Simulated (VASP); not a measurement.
Input of a VASP 6.6.1 run:

The input POSCAR:

```
BaS
1.0
    3.8337582597      0.0000000000      0.0000000000
    0.0000000000      3.8337582597      0.0000000000
    0.0000000000      0.0000000000      3.8337582597
Ba S
1 1
Direct
    0.0000000000      0.0000000000      0.0000000000
    0.5000000000      0.5000000000      0.5000000000
```

File INCAR.step1:

```
SYSTEM = BaS
  PREC = Accurate
  ENCUT = 520
  ISMEAR = -1
  SIGMA = 0.02
  LREAL = .False.
  LASPH = .True.
  NELM = 80
  NBANDS = 15
  GGA = PE
  ALGO = Normal
  EDIFF = 1E-4
  LWAVE = .True.
  LCHARG = .False.
```

The input INCAR.step2:

```
SYSTEM = BaS
  PREC = Accurate
  ENCUT = 520
  EDIFF = 1E-6
  ISMEAR = -1
  SIGMA = 0.02
  LREAL = .False.
  LASPH = .True.
  NELM = 80
  ALGO = Normal
  ISIF = 2
  LWAVE = .False.
  LCHARG = .True.
  METAGGA = R2SCAN
  LMIXTAU = .True.
  LELF = .True.
  LVHAR = .True.
  NBANDS = 15
  ISTART = 1
```

KPOINTS

```
regular mesh
0
Gamma
  6 6 6
  0 0 0
```

Potentials or basis: VASP PAW PBE potentials, release 64 (Ba_sv, S).

Command:

```console
$ cat potpaw_PBE.64/Ba_sv/POTCAR potpaw_PBE.64/S/POTCAR > POTCAR
$ cp INCAR.step1 INCAR
$ mpirun -np 1 vasp_std > vasp.out
$ cp INCAR.step2 INCAR
$ mpirun -np 1 vasp_std > vasp.out
```

**Question.** Predict the band gap on the k mesh.

**Answer.** 1.81 eV (least direct gap 1.91 eV).

**Question.** Predict the pressure.

**Answer.** 1.0 GPa.

Caveat: the PAW data sets were made with another functional, which shifts forces and pressure a little; spin-orbit coupling is left out, which moves the levels of the heavy elements. A k mesh can miss the band edges.
